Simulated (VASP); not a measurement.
# PdRu3Pt (Pm-3m) in VASP: further runs

PdRu3Pt is run at these levels: PBE; tasks: relaxation of cell and atoms, single point.

Everything below comes from runs of VASP 6.6.1. Logs are shortened: lines on timing, memory, paths and dates and some standing lists are left out, and cuts for length are marked.

## (1) The cell of the first run

It takes space group Pm-3m (No. 221, cubic). Conventional cell: a = 4.684 Å, b = 4.684 Å, c = 4.684 Å, α = 90.00°, β = 90.00°, γ = 90.00°. Within 3.1 Å of Ru (site symmetry 4/mmm) lie 2 Pt at 2.34 Å. Pd (site symmetry m-3m) has 12 Ru at 3.31 Å and 8 Pt at 4.06 Å within 4.4 Å. Pt (site symmetry m-3m) has 6 Ru at 2.34 Å within 3.1 Å.

## (2) Relaxation of cell and atoms, PBE, collinear spin, ferromagnetic start

INCAR

```
PREC = Accurate
ENCUT = 600
EDIFF = 1E-7
ISMEAR = 0
SIGMA = 0.1
LREAL = False
LASPH = True
NELM = 150
ALGO = Normal
ISIF = 3
LWAVE = False
LCHARG = False
ISPIN = 2
MAGMOM = 1.13 1.13 1.13 0.22 0.13
LORBIT = 11
LMAXMIX = 4
GGA = PE
IBRION = 2
NSW = 100
EDIFFG = -0.01
LUSENCCL = False
```

KPOINTS

```
Automatic mesh
0
Gamma
  8 8 8
```

POSCAR

```
PdRu3Pt
1.0
    4.6844775931      0.0000000000      0.0000000000
    0.0000000000      4.6844775931      0.0000000000
    0.0000000000      0.0000000000      4.6844775931
Ru Pd Pt
3 1 1
Direct
    0.0000000000      0.5000000000      0.5000000000
    0.5000000000      0.5000000000      0.0000000000
    0.5000000000      0.0000000000      0.5000000000
    0.0000000000      0.0000000000      0.0000000000
    0.5000000000      0.5000000000      0.5000000000
```

Potentials or basis: VASP PAW PBE potentials, release 64 (Ru_pv, Pd, Pt).

Run with:

```
$ cat potpaw_PBE.64/Ru_pv/POTCAR potpaw_PBE.64/Pd/POTCAR potpaw_PBE.64/Pt/POTCAR > POTCAR
$ mpirun -np 1 vasp_std > vasp.out
```

OUTCAR:

```text
PREC = Accurate
   ENCUT = 600
   EDIFF = 1E-7
   ISMEAR = 0
   LREAL = False
   LASPH = True
   NELM = 150
   ISIF = 3
   ISPIN = 2
   LORBIT = 11
   GGA = PE
   IBRION = 2
   NSW = 100
   EDIFFG = -0.01

 ion  position               nearest neighbor table
   1  0.000  0.500  0.500-   5 2.34   5 2.34   4 3.31   2 3.31   2 3.31   4 3.31   3 3.31   4 3.31
                             4 3.31   2 3.31   3 3.31   3 3.31   2 3.31   3 3.31
   2  0.500  0.500  0.000-   5 2.34   5 2.34   4 3.31   1 3.31   1 3.31   3 3.31   3 3.31   3 3.31
                             4 3.31   3 3.31   1 3.31   4 3.31   1 3.31   4 3.31
   3  0.500  0.000  0.500-   5 2.34   5 2.34   4 3.31   1 3.31   2 3.31   4 3.31   1 3.31   2 3.31
                             2 3.31   2 3.31   1 3.31   4 3.31   4 3.31   1 3.31
   4  0.000  0.000  0.000-   1 3.31   2 3.31   3 3.31   1 3.31   3 3.31   1 3.31   2 3.31   1 3.31
                             2 3.31   3 3.31   3 3.31   2 3.31
   5  0.500  0.500  0.500-   1 2.34   2 2.34   3 2.34   2 2.34   3 2.34   1 2.34

  LATTYP: Found a simple cubic cell.
 ALAT       =     4.6844775931

  Lattice vectors:

 A1 = (   4.6844775931,   0.0000000000,   0.0000000000)
 A2 = (   0.0000000000,   4.6844775931,   0.0000000000)
 A3 = (   0.0000000000,   0.0000000000,   4.6844775931)

Analysis of symmetry for initial positions (statically):
=====================================================================
 Subroutine PRICEL returns:
 Original cell was already a primitive cell.

 Routine SETGRP: Setting up the symmetry group for a
 simple cubic supercell.

 Subroutine GETGRP returns: Found 48 space group operations
 (whereof 48 operations were pure point group operations)
 out of a pool of 48 trial point group operations.

The static configuration has the point symmetry O_h .

Analysis of symmetry for dynamics (positions and initial velocities):
=====================================================================
 Subroutine PRICEL returns:
 Original cell was already a primitive cell.

 Routine SETGRP: Setting up the symmetry group for a
 simple cubic supercell.

 Subroutine GETGRP returns: Found 48 space group operations
 (whereof 48 operations were pure point group operations)
 out of a pool of 48 trial point group operations.

The dynamic configuration has the point symmetry O_h .

Analysis of structural, dynamic, and magnetic symmetry:
=====================================================================
 Subroutine PRICEL returns:
 Original cell was already a primitive cell.

 Routine SETGRP: Setting up the symmetry group for a
 simple cubic supercell.

 Subroutine GETGRP returns: Found 48 space group operations
 (whereof 48 operations were pure point group operations)
 out of a pool of 48 trial point group operations.

The overall configuration has the point symmetry O_h .

 Subroutine INISYM returns: Found 48 space group operations
[... 128 lines left out ...]
   GGA     = PE    functional components
   LHFCALC =     F    Hartree Fock is set to
   AEXX    =    0.0000 exact exchange contribution
   IVDW    =     0    specifies the selected vdW correction
   LEPSILON=     F    determine dielectric tensor
   LRPA    =     F    only Hartree local field effects (RPA)
 conjugate gradient relaxation of ions
 spin polarized calculation
 Gauss-broadening in eV      SIGMA  =   0.10
  energy-cutoff  :      600.00
  volume of cell :      102.80
 maximum number of plane-waves:      3468
 NGX is ok and might be reduce to    40
   NGX = 19   NGY = 19   NGZ = 19

--------------------------------------- Ionic step        1  -------------------------------------------

 number of electron      61.9999986 magnetization       4.8995689

 Free energy of the ion-electron system (eV)
  ---------------------------------------------------
  ext. energy  EPLUGINS =         0.00000000
  ---------------------------------------------------
  free energy    TOTEN  =       -29.18825102 eV

  energy without entropy =      -29.14345183  energy(sigma->0) =      -29.16585143

------------------------ aborting loop because EDIFF is reached ----------------------------------------

  FORCE on cell =-STRESS in cart. coord.  units (eV):
  Direction    XX          YY          ZZ          XY          YZ          ZX
  --------------------------------------------------------------------------------------
  -------------------------------------------------------------------------------------
  Total        2.3155408      2.3155408      2.3155408      0.0000000      0.0000000     -0.0000000
  in kB       36.0893890     36.0893890     36.0893890      0.0000000      0.0000000     -0.0000000
  external PRESSURE =      36.0893890 kB  Pullay stress =       0.0000000 kB
[... 65 lines left out ...]
--------------------------------------- Ionic step        3  -------------------------------------------

 number of electron      61.9999996 magnetization       5.4855585

 Free energy of the ion-electron system (eV)
  ---------------------------------------------------
  ext. energy  EPLUGINS =         0.00000000
  ---------------------------------------------------
  free energy    TOTEN  =       -29.22820578 eV

  energy without entropy =      -29.18832975  energy(sigma->0) =      -29.20826777

 E-fermi :   6.3099     XC(G=0): -11.1486

 val. band max:        6.3096110078   @ k =   0.3750   0.1250   0.1250
 cond. band min:       6.3175570536   @ k =   0.5000   0.0000   0.0000
 fundamental gap:      0.0079460458
 Fermi energy:         6.3098580641

 spin component 1

 k-point     1 :       0.0000    0.0000    0.0000
  band No.  band energies     occupation
      1     -36.9496      1.00000
      2     -36.9496      1.00000
      3     -36.9496      1.00000
      4     -36.6203      1.00000
      5     -36.6203      1.00000
      6     -36.6203      1.00000
[... 997 lines left out ...]
     38       8.1183      0.00000
     39      11.2819      0.00000

 [... further k-points ...]

 spin component 2

 k-point     1 :       0.0000    0.0000    0.0000
  band No.  band energies     occupation
      1     -35.9042      1.00000
      2     -35.9042      1.00000
      3     -35.9042      1.00000
      4     -35.2878      1.00000
      5     -35.2878      1.00000
      6     -35.2878      1.00000
[... 1031 lines left out ...]
  FREE ENERGIE OF THE ION-ELECTRON SYSTEM (eV)
  ---------------------------------------------------
  free  energy   TOTEN  =       -29.2282057834 eV

  energy  without entropy=      -29.1883297478  energy(sigma->0) =      -29.20826777

 reached required accuracy - stopping structural energy minimisation

 total charge

# of ion       s       p       d       tot
------------------------------------------
    1        0.278   6.147   5.966  12.392
    2        0.278   6.147   5.966  12.392
    3        0.278   6.147   5.966  12.392
    4        0.290   0.158   8.488   8.936
    5        0.997   0.837   8.087   9.922
--------------------------------------------------
tot          2.122  19.437  34.474  56.034

 magnetization (x)

# of ion       s       p       d       tot
------------------------------------------
    1        0.003  -0.002   1.599   1.600
    2        0.003  -0.002   1.599   1.600
    3        0.003  -0.002   1.599   1.600
    4       -0.028  -0.018   0.271   0.225
    5       -0.016  -0.048   0.420   0.355
--------------------------------------------------
tot         -0.035  -0.072   5.488   5.381
```

OSZICAR:

```text
N       E                     dE             d eps       ncg     rms          rms(c)
DAV:   1     0.651729393092E+03    0.65173E+03   -0.37913E+04  5820   0.175E+03
DAV:   2    -0.875824420102E+01   -0.66049E+03   -0.63712E+03  5901   0.471E+02
[... 41 lines left out ...]
DAV:   8    -0.292282243206E+02    0.10320E-04   -0.78546E-04  6174   0.199E-01    0.618E-02
DAV:   9    -0.292282069989E+02    0.17322E-04   -0.85847E-05  5988   0.672E-02    0.216E-02
DAV:  10    -0.292282077828E+02   -0.78387E-06   -0.13461E-05  6168   0.220E-02    0.133E-02
DAV:  11    -0.292282062334E+02    0.15494E-05   -0.54434E-06  5302   0.177E-02    0.635E-03
DAV:  12    -0.292282056862E+02    0.54719E-06   -0.63998E-07  5036   0.668E-03    0.161E-03
DAV:  13    -0.292282057834E+02   -0.97139E-07   -0.43720E-08  2779   0.125E-03
   3 F= -.29228206E+02 E0= -.29208268E+02  d E =-.399548E-01  mag=     5.4856
```

It took 10 min on 1 × NVIDIA H100 80GB with 1 thread of Intel Xeon Platinum 8481C at 2.70GHz (Sapphire Rapids), shared host; peak memory 1.4 GiB.

What came out:

```
Free energy                                           : -29.2282 eV
Relaxed volume                                        : 21.29 Å³/atom
Relaxed cell                                          : a = 4.739 Å, b = 4.739 Å, c = 4.739 Å, α = 90.00°, β = 90.00°, γ = 90.00°
Space group after relaxing (to 0.05 Å)                : Pm-3m (No. 221)
Energy gained by relaxing                             : 8.0 meV/atom
Ionic steps                                           : 3
Pressure after relaxing                               : 0.0 GPa
Net moment                                            : 5.49 μB per cell
Site moments                                          : Ru +1.60; Pd +0.23; Pt +0.35 μB
Valence electrons inside the program's atomic spheres : Ru 12.39; Pd 8.94; Pt 9.92
```

The path:
```tsv
step	energy change (eV)	largest force (eV/Å)	pressure (GPa)	volume (Å³)
1	0.0000	0.0000	3.61	102.80
2	-0.0082	0.0000	-2.92	109.84
3	-0.0400	0.0000	-0.01	106.45
```

Final structure:
```
Ru Pd Pt
1.0
     4.73937    0.00000    0.00000
     0.00000    4.73937    0.00000
     0.00000    0.00000    4.73937
Ru Pd Pt
3 1 1
Direct
  0.00000 0.50000 0.50000
  0.50000 0.50000 0.00000
  0.50000 0.00000 0.50000
  0.00000 0.00000 0.00000
  0.50000 0.50000 0.50000
```

Caveat: spin-orbit coupling is left out, which moves the levels of the heavy elements.

## (3) Single point, PBE

This run uses another cell than the first one, of 11.50 Å³/atom, 0.560 times its volume.

INCAR

```
SYSTEM = PdRu3Pt
PREC     = Accurate       ! precision mode
ENCUT    = 520            ! plane-wave cutoff, eV
EDIFF    = 1E-6           ! SCF threshold, eV
ISMEAR   = 0              ! smearing method
SIGMA    = 0.1            ! smearing width, eV
LREAL    = .FALSE.        ! projectors in reciprocal space
LASPH    = .TRUE.         ! aspherical terms in the spheres
NELM     = 100            ! most SCF steps
ALGO     = Fast           ! electronic algorithm
ISIF     = 2              ! what is computed and relaxed
LWAVE    = .FALSE.        ! write WAVECAR
LCHARG   = .FALSE.        ! write CHGCAR
GGA      = PE             ! functional
NBANDS   = 39             ! bands
```

KPOINTS

```
Automatic mesh
0
G
  4 4 4
  0 0 0
```

POSCAR: that of step 2 with these lines changed.

```diff
@@ -2,5 +2,5 @@
 1.0
-    4.6844775931      0.0000000000      0.0000000000
-    0.0000000000      4.6844775931      0.0000000000
-    0.0000000000      0.0000000000      4.6844775931
+    3.8602532100      0.0000000000      0.0000000000
+    0.0000000000      3.8602532100      0.0000000000
+    0.0000000000      0.0000000000      3.8602532100
 Ru Pd Pt
```

Potentials or basis: VASP PAW PBE potentials, release 64 (Ru_pv, Pd, Pt).

Run with:

```
$ cat potpaw_PBE.64/Ru_pv/POTCAR potpaw_PBE.64/Pd/POTCAR potpaw_PBE.64/Pt/POTCAR > POTCAR
$ mpirun -np 1 vasp_std > vasp.out
```

OUTCAR:

```text
SYSTEM = PdRu3Pt
   PREC = Accurate
   ENCUT = 520
   EDIFF = 1E-6
   ISMEAR = 0
   LREAL = .FALSE.
   LASPH = .TRUE.
   NELM = 100
   ISIF = 2
   GGA = PE

 ion  position               nearest neighbor table
   1  0.000  0.500  0.500-   5 1.93   5 1.93   4 2.73   2 2.73   2 2.73   4 2.73   3 2.73   4 2.73
                             4 2.73   2 2.73   3 2.73   3 2.73   2 2.73   3 2.73
   2  0.500  0.500  0.000-   5 1.93   5 1.93   4 2.73   1 2.73   1 2.73   3 2.73   3 2.73   3 2.73
                             4 2.73   3 2.73   1 2.73   4 2.73   1 2.73   4 2.73
   3  0.500  0.000  0.500-   5 1.93   5 1.93   4 2.73   1 2.73   2 2.73   4 2.73   1 2.73   2 2.73
                             2 2.73   2 2.73   1 2.73   4 2.73   4 2.73   1 2.73
   4  0.000  0.000  0.000-   1 2.73   2 2.73   3 2.73   1 2.73   3 2.73   1 2.73   2 2.73   1 2.73
                             2 2.73   3 2.73   3 2.73   2 2.73   5 3.34   5 3.34   5 3.34   5 3.34
[... 613 lines left out ...]
  in kB     2955.9817319   2955.9817319   2955.9817319      0.0000000     -0.0000000      0.0000000
  external PRESSURE =    2955.9817319 kB  Pullay stress =       0.0000000 kB

 VOLUME and BASIS-vectors are now :
 -----------------------------------------------------------------------------
  energy-cutoff  :      520.00
  volume of cell :       57.52
      direct lattice vectors                 reciprocal lattice vectors
     3.860253210  0.000000000  0.000000000     0.259050364  0.000000000  0.000000000
     0.000000000  3.860253210  0.000000000     0.000000000  0.259050364  0.000000000
     0.000000000  0.000000000  3.860253210     0.000000000  0.000000000  0.259050364

 POSITION                                       TOTAL-FORCE (eV/Angst)
 -----------------------------------------------------------------------------------
      0.00000      1.93013      1.93013         0.000000      0.000000      0.000000
      1.93013      1.93013      0.00000         0.000000      0.000000      0.000000
      1.93013      0.00000      1.93013         0.000000      0.000000      0.000000
      0.00000      0.00000      0.00000         0.000000      0.000000      0.000000
      1.93013      1.93013      1.93013         0.000000      0.000000      0.000000
 -----------------------------------------------------------------------------------
    total drift:                                0.000000      0.000000     -0.000000

  FREE ENERGIE OF THE ION-ELECTRON SYSTEM (eV)
  ---------------------------------------------------
  free  energy   TOTEN  =        -4.5166779046 eV

  energy  without entropy=       -4.4799737205  energy(sigma->0) =       -4.49832581
```

stdout:

```text
POSCAR found type information on POSCAR RuPdPt
 POSCAR found :  3 types and       5 ions
 scaLAPACK will be used
 LDA part: xc-table for (Slater+PW92), standard interpolation
 POSCAR, INCAR and KPOINTS ok, starting setup
 FFT: planning ... GRIDC
 FFT: planning ... GRID_SOFT
 FFT: planning ... GRID
 WAVECAR not read
 entering main loop
```

Run time: 21 s. Hardware: 1 thread of Intel Xeon 6975P-C (Granite Rapids), shared host; peak memory 0.17 GiB.

What came out:

```yaml
Free_energy: -4.5167 eV
Pressure: 295.6 GPa
Band_gap_on_the_k_mesh: zero (band 31 reaches 17.93 eV, above the bottom of band 32 at 15.69 eV)
```

Caveat: the k points lie up to 0.41 Å⁻¹ apart; spin-orbit coupling is left out, which moves the levels of the heavy elements.

## (4) Single point, PBE

INCAR

```
PREC = Accurate
ENCUT = 520
EDIFF = 1E-6
ISMEAR = 0
SIGMA = 0.1
LREAL = F
LASPH = T
NELM = 80
ALGO = Normal
ISIF = 2
LWAVE = F
LCHARG = F
GGA = PE
NBANDS = 39
```

KPOINTS

```
Automatic mesh
0
Gamma
  4 4 4
```

POSCAR: that of step 3 with these lines changed.

```diff
@@ -2,5 +2,5 @@
 1.0
-    3.8602532100      0.0000000000      0.0000000000
-    0.0000000000      3.8602532100      0.0000000000
-    0.0000000000      0.0000000000      3.8602532100
+    4.6844775931      0.0000000000      0.0000000000
+    0.0000000000      4.6844775931      0.0000000000
+    0.0000000000      0.0000000000      4.6844775931
 Ru Pd Pt
```

Run with:

```
$ cat potpaw_PBE.64/Ru_pv/POTCAR potpaw_PBE.64/Pd/POTCAR potpaw_PBE.64/Pt/POTCAR > POTCAR
$ mpirun -np 1 vasp_std > vasp.out
```

Wall time 21 s (1 thread of Intel Xeon 6975P-C (Granite Rapids), shared host); peak memory 0.22 GiB.

It converged, with:

- Free energy: -28.9419 eV
- Pressure: -0.1 GPa
- Band gap on the k mesh: zero (band 31 reaches 7.29 eV, above the bottom of band 32 at 6.45 eV)

Levels at points of the mesh, in eV from the Fermi level:
```tsv
k point	band 28	band 29	band 30	band 31	band 32	band 33	band 34	band 35
(0.00, 0.00, 0.00)	0.15	0.15	0.42	0.63	0.63	0.63	1.46	1.46
(0.50, 0.00, 0.00)	-0.43	-0.37	-0.32	-0.05	0.13	0.30	0.30	0.59
(0.50, 0.50, 0.00)	-1.32	-1.22	-1.14	-0.54	-0.21	0.35	0.35	1.03
(0.50, 0.50, 0.50)	-0.66	-0.66	-0.66	0.10	0.10	0.10	0.14	0.14
```

Caveat: spin-orbit coupling is left out, which moves the levels of the heavy elements.

## (5) Summary

| task | spin | cell | k mesh | cutoff (eV) | gap on the mesh (eV) | pressure (GPa) |
| --- | --- | --- | --- | --- | --- | --- |
| relaxation of cell and atoms | collinear, ferromagnetic start | relaxed from a = 4.684 Å, 5 atoms | 8 × 8 × 8 | 600 | none | 0.0 |
| single point | off | a = 3.860 Å, 5 atoms | 4 × 4 × 4 | 520 | none | 295.6 |
| single point | off | a = 4.684 Å, 5 atoms | 4 × 4 × 4 | 520 | none | -0.1 |

Alike in all rows: level PBE; potentials or basis VASP PAW PBE potentials, release 64 (Ru_pv, Pd, Pt); smearing gaussian 0.1 eV.

Caveats: some runs use coarse meshes; spin-orbit coupling is left out, which moves the levels of the heavy elements.

Absolute energies hang on the potentials; compare differences alone.
